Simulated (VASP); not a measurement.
A run of VASP 6.6.1:

The input POSCAR:

```
FeCO3
1.0
    2.3510286100      1.3573659100      5.1521584800
   -2.3510286100      1.3573659100      5.1521584800
    0.0000000000     -2.7147318300      5.1521584800
Fe C O
2 2 6
Direct
    0.0000000000      0.0000000000      0.0000000000
    0.5000000000      0.5000000000      0.5000000000
    0.2500000000      0.2500000000      0.2500000000
    0.7500000000      0.7500000000      0.7500000000
    0.5245000000      0.9755000000      0.2500000000
    0.2500000000      0.5245000000      0.9755000000
    0.9755000000      0.2500000000      0.5245000000
    0.4755000000      0.0245000000      0.7500000000
    0.7500000000      0.4755000000      0.0245000000
    0.0245000000      0.7500000000      0.4755000000
```

File INCAR.step1:

```
ALGO = Normal
EDIFF = 1E-4
ENCUT = 520
GGA = PE
ISMEAR = -5
LASPH = T
LCHARG = F
LMAXMIX = 4
LREAL = F
LWAVE = T
NELM = 100
PREC = Accurate
SIGMA = 0.1
```

INCAR.step2

```
ALGO = Normal
EDIFF = 1E-6
ENCUT = 520
ISIF = 2
ISMEAR = -1
ISTART = 1
LASPH = T
LCHARG = F
LMAXMIX = 4
LMIXTAU = T
LORBIT = 11
LREAL = F
LWAVE = F
METAGGA = R2SCAN
NELM = 100
PREC = Accurate
SIGMA = 0.1
```

KPOINTS

```
k-points
0
Gamma
  7 7 7
```

Potentials or basis: VASP PAW PBE potentials, release 64 (Fe, C, O).

The run is started by

```bash
$ cat potpaw_PBE.64/Fe/POTCAR potpaw_PBE.64/C/POTCAR potpaw_PBE.64/O/POTCAR > POTCAR
$ cp INCAR.step1 INCAR
$ mpirun -np 1 vasp_std > vasp.out
$ cp INCAR.step2 INCAR
$ mpirun -np 1 vasp_std > vasp.out
```

Hardware: 1 thread of AMD EPYC 9R45 96-Core Processor (Zen 5) (shared host).

Question: How long does it take, and how much memory?

Answer: Run time: 13 min on 1 thread of AMD EPYC 9R45 96-Core Processor (Zen 5), on a shared host, peak memory 0.41 GiB. Counts: k points 44.
